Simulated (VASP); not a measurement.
Write the native input for VASP 6.6.1 that does the following.

```
Task                   : single point
Functional             : PBE
Potentials or basis    : VASP PAW PBE potentials, release 64 (W_sv, C)
Cutoff                 : 520 eV
k mesh                 : 18 × 18 × 16
Occupations            : gaussian, width 0.15 eV
Spin                   : no spin polarisation
Dipole correction      : no
Further INCAR settings : ALGO = Normal; EDIFF = 1e-06; NBANDS = 16
```

The structure of WC lies in POSCAR:

```
WC
1.0
    2.9005014360      0.0000000000      0.0000000000
   -1.4502507180      2.5119079273      0.0000000000
    0.0000000000      0.0000000000      2.8290000000
W C
1 1
Direct
    0.0199051882      0.0398103764      0.0000000000
    0.6666666667      0.3333333333      0.5000000000
```

This cell differs from its parent crystal: atom 1 (W) moved by (+0.000, +0.100) A along x and y.

The input as run:

INCAR

```
SYSTEM = WC
PREC = Accurate ; ENCUT = 520
EDIFF = 1E-6 ; ISMEAR = 0
SIGMA = 0.15 ; LREAL = .FALSE.
LASPH = .TRUE. ; NELM = 80
ALGO = Normal ; ISIF = 2
LWAVE = .FALSE. ; LCHARG = .TRUE.
GGA = PE ; LELF = .TRUE.
LVHAR = .TRUE. ; NBANDS = 16
```

KPOINTS

```
regular mesh
0
G
  18 18 16
  0 0 0
```

Potentials or basis: VASP PAW PBE potentials, release 64 (W_sv, C).

Launch:

```bash
$ cat potpaw_PBE.64/W_sv/POTCAR potpaw_PBE.64/C/POTCAR > POTCAR
$ mpirun -np 1 vasp_std > vasp.out
```

Results of the run:

```yaml
Pressure: 11.1 GPa
Largest_force: 1.496 eV/Å
Band_gap_on_the_k_mesh: zero (bands 9 and 10 overlap by 1.26 eV)
```

Caveat: the cell differs from its parent crystal (atom 1 (W) moved by (+0.000, +0.100) A along x and y); the cell stands under pressure; spin-orbit coupling is left out, which moves the levels of the heavy elements; forces of over 1 eV/Å act on the atoms, so gaps and moduli don't describe the material at rest.

Run time: 88 s on 1 thread of Intel(R) Xeon(R) Platinum 8488C (Sapphire Rapids), with other jobs on the host, peak memory 0.37 GiB.
